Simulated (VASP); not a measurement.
Here is a VASP 6.6.1 calculation.

Contents of POSCAR:

```
CsI
1.0
    4.6081404514      0.0000000000      0.0000000000
    0.0000000000      4.6081404514      0.0000000000
    0.0000000000      0.0000000000      4.6081404514
Cs I
1 1
Direct
    0.0000000000      0.0000000000      0.0000000000
    0.5000000000      0.5000000000      0.5000000000
```

Contents of INCAR.step1:

```
SYSTEM = CsI
PREC     = Accurate       ! precision mode
ENCUT    = 550            ! plane-wave cutoff, eV
ISMEAR   = -1             ! smearing method
SIGMA    = 0.001          ! smearing width, eV
LREAL    = .FALSE.        ! projectors in reciprocal space
LASPH    = .TRUE.         ! aspherical terms in the spheres
NELM     = 120            ! most SCF steps
NBANDS   = 15             ! bands
GGA      = PE             ! functional
ALGO     = Normal         ! electronic algorithm
EDIFF    = 1E-5           ! SCF threshold, eV
LWAVE    = .TRUE.         ! write WAVECAR
LCHARG   = .FALSE.        ! write CHGCAR
GGA_COMPAT= .FALSE.
```

The input INCAR.step2:

```
SYSTEM = CsI
PREC     = Accurate       ! precision mode
ENCUT    = 550            ! plane-wave cutoff, eV
EDIFF    = 1E-6           ! SCF threshold, eV
ISMEAR   = -1             ! smearing method
SIGMA    = 0.001          ! smearing width, eV
LREAL    = .FALSE.        ! projectors in reciprocal space
LASPH    = .TRUE.         ! aspherical terms in the spheres
NELM     = 120            ! most SCF steps
ALGO     = Normal         ! electronic algorithm
ISIF     = 2              ! what is computed and relaxed
LWAVE    = .FALSE.        ! write WAVECAR
LCHARG   = .FALSE.        ! write CHGCAR
METAGGA  = R2SCAN         ! meta-GGA
LMIXTAU  = .TRUE.       
NBANDS   = 15             ! bands
ISTART   = 1            
GGA_COMPAT= .FALSE.
```

File KPOINTS:

```
regular mesh
0
G
  4 4 4
  0 0 0
```

Potentials or basis: VASP PAW PBE potentials, release 64 (Cs_sv, I).

Launch:

```sh
$ cat potpaw_PBE.64/Cs_sv/POTCAR potpaw_PBE.64/I/POTCAR > POTCAR
$ cp INCAR.step1 INCAR
$ mpirun -np 1 vasp_std > vasp.out
$ cp INCAR.step2 INCAR
$ mpirun -np 1 vasp_std > vasp.out
```

Question: Predict the band gap on the k mesh.

Answer: 4.50 eV (least direct gap 4.59 eV).

Question: Estimate the pressure.

Answer: 0.1 GPa.

Caveat: the PAW data sets were made with another functional, which shifts forces and pressure a little; spin-orbit coupling is left out, which moves the levels of the heavy elements. A k mesh can miss the band edges.
